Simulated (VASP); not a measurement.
The system is ScSi4O.

```
Sc Si O
1.0
     4.47583    0.00000    0.00000
     0.00000    4.47583    0.00000
     0.00000    0.00000    4.92672
Sc Si O
1 4 1
Direct
  0.00000 0.00000 0.50000
  0.00000 0.50000 0.50000
  0.50000 0.00000 0.50000
  0.00000 0.50000 0.00000
  0.50000 0.00000 0.00000
  0.50000 0.50000 0.50000
```

The cell was generated, and may not be a known phase.

```yaml
Program: VASP 6.6.1
Task: relaxation of cell and atoms
Functional: PBE
Potentials_or_basis: VASP PAW PBE potentials, release 64 (Sc_sv, Si, O)
Cutoff: 600 eV
k_mesh: 4 × 4 × 4
Occupations: gaussian, width 0.1 eV
Spin: no spin polarisation
```

At the start: pressure 12.2 GPa; volume 16.45 Å³/atom.

Where does the relaxation end?

Over 4 steps the energy falls by 214.9 meV/atom and the volume is 19.11 Å³/atom (+16.2 %); space group P4/mmm (No. 123, to 0.1 Å) before and after.

Step by step:
```
step  energy change (eV)  largest force (eV/Å)  pressure (GPa)  volume (Å³)
   1              0.0000                0.0000           12.24        98.70
   2             -1.2548                0.0000           -1.47       117.20
   3             -1.2550                0.0000           -1.58       117.42
   4             -1.2893                0.0000           -0.08       114.69
```

Final structure:
```
Sc Si O
1.0
     4.93856    0.00000    0.00000
     0.00000    4.93856    0.00000
     0.00000    0.00000    4.70232
Sc Si O
1 4 1
Direct
  0.00000 0.00000 0.50000
  0.00000 0.50000 0.50000
  0.50000 0.00000 0.50000
  0.00000 0.50000 0.00000
  0.50000 0.00000 0.00000
  0.50000 0.50000 0.50000
```

Caveat: the volume moved by over 15 % at a fixed basis, so the end points are rough; an odd number of electrons without spin polarisation forces a metal; a magnetic or distorted state may lie lower.
